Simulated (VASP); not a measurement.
A run of VASP 6.6.1:

Contents of INCAR:

```
PREC     = Accurate       # precision mode
ENCUT    = 520            # plane-wave cutoff, eV
EDIFF    = 1E-6           # SCF threshold, eV
ISMEAR   = 0              # smearing method
SIGMA    = 0.05           # smearing width, eV
LREAL    = F              # projectors in reciprocal space
LASPH    = T              # aspherical terms in the spheres
NELM     = 100            # most SCF steps
ALGO     = Normal         # electronic algorithm
ISIF     = 2              # what is computed and relaxed
LWAVE    = F              # write WAVECAR
LCHARG   = F              # write CHGCAR
GGA      = PE             # functional
NBANDS   = 34             # bands
```

Contents of KPOINTS:

```
Automatic mesh
0
Gamma
  8 8 8
```

POSCAR

```
FeSi
1.0
    3.9867026713      0.0000000000      0.0000000000
    0.0000000000      3.9867026713      0.0000000000
    0.0000000000      0.0000000000      3.9867026713
Fe Si
4 4
Direct
    0.1445211671      0.1445211671      0.1445211671
    0.3554788329      0.8554788329      0.6445211671
    0.6445211671      0.3554788329      0.8554788329
    0.8554788329      0.6445211671      0.3554788329
    0.8446118518      0.8446118518      0.8446118518
    0.6553881482      0.1553881482      0.3446118518
    0.3446118518      0.6553881482      0.1553881482
    0.1553881482      0.3446118518      0.6553881482
```

Potentials or basis: VASP PAW PBE potentials, release 64 (Fe, Si).

Launch:

```sh
$ cat potpaw_PBE.64/Fe/POTCAR potpaw_PBE.64/Si/POTCAR > POTCAR
$ mpirun -np 1 vasp_std > vasp.out
```

Hardware: 1 thread of AMD EPYC 7R43 64-Core Processor (Zen 3), with other jobs on the host.

Question: How long does it take, and how much memory?

Answer: Run time: 92 s on 1 thread of AMD EPYC 7R43 64-Core Processor (Zen 3) (shared host), peak memory 0.18 GiB. Counts: scf iterations 14, k points 45.
